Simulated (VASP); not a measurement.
Re, 2 atoms in the cell. It takes space group Fd-3m (No. 227, cubic). Conventional cell: a = 5.354 Å, b = 5.354 Å, c = 5.354 Å, α = 90.00°, β = 90.00°, γ = 90.00°. Within 3.1 Å of Re (site symmetry -43m) lie 4 Re at 2.32 Å.  This cell differs from its parent crystal: volume scaled by 0.85.

```yaml
Program: VASP 6.6.1
Task: single point
Functional: PBE
Potentials_or_basis: VASP PAW PBE potentials, release 64 (Re)
Cutoff: 520 eV
k_mesh: 12 × 12 × 12
Occupations: fermi-dirac, width 0.1 eV
Spin: no spin polarisation
Dipole_correction: no
Further_INCAR_settings: ALGO = Normal; EDIFF = 1e-06; NBANDS = 14
```

Potentials or basis: VASP PAW PBE potentials, release 64 (Re).

Run with:

```bash
$ cat potpaw_PBE.64/Re/POTCAR > POTCAR
$ mpirun -np 1 vasp_std > vasp.out
```

Hardware: 1 thread of Intel(R) Xeon(R) Platinum 8375C CPU @ 2.90GHz (Ice Lake) (shared host).

Problem. Estimate the wall time of this run.

Solution. It took 25 s on 1 thread of Intel(R) Xeon(R) Platinum 8375C CPU @ 2.90GHz (Ice Lake), on a shared host, peak memory 0.18 GiB. Counts: scf iterations 12, k points 72.
